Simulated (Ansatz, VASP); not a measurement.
**Li3HSe: VASP beside Ansatz**

File INCAR:

```
SYSTEM = Li3HSe
PREC = Accurate ; ENCUT = 600
EDIFF = 1E-6 ; ISMEAR = 0
SIGMA = 0.02 ; LREAL = .False.
LASPH = .True. ; NELM = 80
ALGO = Normal ; ISIF = 3
LWAVE = .False. ; LCHARG = .False.
GGA = PE ; IBRION = 2
NSW = 100 ; EDIFFG = -0.005
```

KPOINTS

```
Automatic mesh
0
Gamma
  6 6 6
  0 0 0
```

File POSCAR:

```
Li3HSe
1.0
    3.9744000000      0.0000000000      0.0000000000
    0.0000000000      3.9744000000      0.0000000000
    0.0000000000      0.0000000000      3.9744000000
Li H Se
3 1 1
Direct
    0.0000000000      0.5000000000      0.5000000000
    0.5000000000      0.0000000000      0.5000000000
    0.5000000000      0.5000000000      0.0000000000
    0.5000000000      0.5000000000      0.5000000000
    0.0000000000      0.0000000000      0.0000000000
```

Input for Ansatz:

```yaml
crystal:
  lattice:
    - [3.9744, 0.0, 0.0]
    - [0.0, 3.9744, 0.0]
    - [0.0, 0.0, 3.9744]
  atoms:
    - { symbol: Li, position: [0.0, 0.5, 0.5] }
    - { symbol: Li, position: [0.5, 0.0, 0.5] }
    - { symbol: Li, position: [0.5, 0.5, 0.0] }
    - { symbol: H, position: [0.5, 0.5, 0.5] }
    - { symbol: Se, position: [0.0, 0.0, 0.0] }
basis:
  ecutwfc: 420
kpoints:
  mp_grid: { grid: [6, 6, 6] }
hamiltonian:
  xc: pbe
scf:
  occupations: { method: gaussian, width: 0.02 }
output:
  forces: true
  stress: true
  eigenvalues: true
  write_density: true
  write_potential: true
  elf: true
  volumetric_format: npy
relax:
  adjacent_minimum: "off"
  f_tol: 0.005
  max_steps: 80
  cell: { stress_tol: 0.05 }
```

Alike in both runs: task relaxation of cell and atoms; functional PBE; k mesh 6 × 6 × 6; occupations gaussian, width 0.02 eV; no spin polarisation.

```csv
,VASP,Ansatz
version,VASP 6.6.1,Ansatz 0.2.0
potentials or method,"VASP PAW PBE potentials, release 64 (Li_sv, H, Se), cutoff 600 eV","scalar-relativistic, plane waves, PAW"
valence electrons in the cell,16,26
```

```tsv
	VASP	Ansatz	Ansatz less VASP
gap on the k mesh at the Fermi level, each at its own relaxed structure (eV)	3.45	3.43	-0.019
relaxed volume (Å³/atom)	12.24	12.27	+0.031
relaxed cell length with the largest relative difference (Å)	3.941	3.944	+0.0034
```

VASP's potentials hold 16 valence electrons a cell and Ansatz's 26, so a difference there can come from the potentials and not from the codes.

Noted on VASP's run: the cutoff is short for stress, so the pressure is rough.
